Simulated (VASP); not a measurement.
Here is a VASP 6.6.1 calculation.

File INCAR:

```
SYSTEM = In
ALGO     = Normal         ! electronic algorithm
EDIFF    = 1E-7           ! SCF threshold, eV
ENCUT    = 520            ! plane-wave cutoff, eV
GGA      = PS             ! functional
ISIF     = 2              ! what is computed and relaxed
ISMEAR   = -1             ! smearing method
LASPH    = .True.         ! aspherical terms in the spheres
LCHARG   = .True.         ! write CHGCAR
LELF     = .True.         ! ELF
LREAL    = .False.        ! projectors in reciprocal space
LVHAR    = .True.       
LWAVE    = .False.        ! write WAVECAR
NBANDS   = 20             ! bands
NELM     = 80             ! most SCF steps
PREC     = Accurate       ! precision mode
SIGMA    = 0.1            ! smearing width, eV
```

Contents of KPOINTS:

```
k-points
0
Gamma
  12 12 7
  0 0 0
```

File POSCAR:

```
In
1.0
    3.4024816156      0.0000000000      0.0000000000
   -1.7012408078      2.9466355150      0.0000000000
    0.0000000000      0.0000000000      5.5338508733
In
2
Direct
    0.3333333333      0.6666666667      0.2500000000
    0.6666666667      0.3333333333      0.7500000000
```

Potentials or basis: VASP PAW PBE potentials, release 64 (In_d).

Command:

```console
$ cat potpaw_PBE.64/In_d/POTCAR > POTCAR
$ mpirun -np 1 vasp_std > vasp.out
```

Problem. Predict the band gap on the k mesh.

Solution. Zero (bands 13 and 14 overlap by 4.69 eV).

Problem. Estimate the pressure.

Solution. -2.8 GPa.

Stress tensor (GPa, compression positive):
```
-2.53  0.00  0.00
 0.00 -2.53  0.00
 0.00  0.00 -3.22
```

Caveat: the PAW data sets were made with another functional, which shifts forces and pressure a little; spin-orbit coupling is left out, which moves the levels of the heavy elements.
